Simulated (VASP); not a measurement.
Si:

```xyz
12
Lattice="-3.7785 3.7785 3.7785 3.7785 -3.7785 3.7785 3.7785 3.7785 -3.7785" Properties=species:S:1:pos:R:3 pbc="T T T"
Si    1.7493    2.9019   -1.1623
Si    1.1623    5.5278    0.8766
Si    4.6550    2.6161    2.0291
Si    2.9019    1.1623    2.0291
Si    5.5278    0.8766    1.1623
Si    0.8766    1.1623    5.5278
Si    1.1623    2.0291    2.9019
Si   -1.1623    1.7493    2.9019
Si    2.0291    2.9019    1.1623
Si    2.6161    2.0291    4.6550
Si    2.9019   -1.1623    1.7493
Si    2.0291    4.6550    2.6161
```

The cell was generated, and may not be a known phase.

```yaml
Program: VASP 6.6.1
Task: relaxation of cell and atoms
Functional: PBE
Potentials_or_basis: VASP PAW PBE potentials, release 64 (Si)
Cutoff: 600 eV
k_mesh: 4 × 4 × 4
Occupations: gaussian, width 0.1 eV
Spin: no spin polarisation
```

At the start: pressure 23.5 GPa; volume 17.98 Å³/atom.

Task: How do energy, volume and symmetry change on relaxing?

Result: Over 22 steps the energy falls by 447.6 meV/atom and the volume is 20.90 Å³/atom (+16.2 %); space group I2_13 (No. 199, to 0.1 Å) before and after.

Step by step:
```
step  energy change (eV)  largest force (eV/Å)  pressure (GPa)  volume (Å³)
   1              0.0000                4.8122           23.52       215.78
   2             -1.0396                2.8131           -5.35       309.17
   3             -4.6973                0.9126            0.39       254.23
   4             -4.7159                0.8209            0.90       252.39
   5             -4.7218                0.7416            1.40       250.71
   6             -4.9198                0.2873           -0.09       257.78
   7             -4.9317                0.2657           -0.46       260.10
   8             -4.9703                0.2208           -0.23       258.93
   9             -5.0137                0.2939            0.49       255.80
  10             -5.0457                0.2784            0.26       256.39
  11             -5.1177                0.3139           -0.44       258.16
  12             -5.1646                0.4912           -1.82       261.74
  13             -5.1816                0.4702           -1.80       261.37
  14             -5.2280                0.4048           -1.72       260.28
  15             -5.2939                0.2783           -1.51       258.11
  16             -5.2721                0.2890           -0.99       253.81
  17             -5.3128                0.2184           -1.31       256.45
  18             -5.3326                0.1955           -0.95       254.84
  19             -5.3589                0.1473            0.15       250.46
  20             -5.3591                0.1449            0.27       249.99
  21             -5.3647                0.1095            0.18       250.21
  22             -5.3712                0.0329           -0.07       250.79
```

Final structure:
```
CELL_PARAMETERS angstrom
-3.97269 3.97269 3.97269
3.97269 -3.97269 3.97269
3.97269 3.97269 -3.97269
ATOMIC_POSITIONS crystal
Si 0.25581 0.05694 0.59232
Si 0.80113 0.24419 0.83651
Si 0.66349 0.90768 0.96462
Si 0.44306 0.69887 0.53538
Si 0.24419 0.83651 0.80113
Si 0.83651 0.80113 0.24419
Si 0.69887 0.53538 0.44306
Si 0.59232 0.25581 0.05694
Si 0.53538 0.44306 0.69887
Si 0.90768 0.96462 0.66349
Si 0.05694 0.59232 0.25581
Si 0.96462 0.66349 0.90768
```

Caveat: the volume moved by over 15 % at a fixed basis, so the end points are rough.
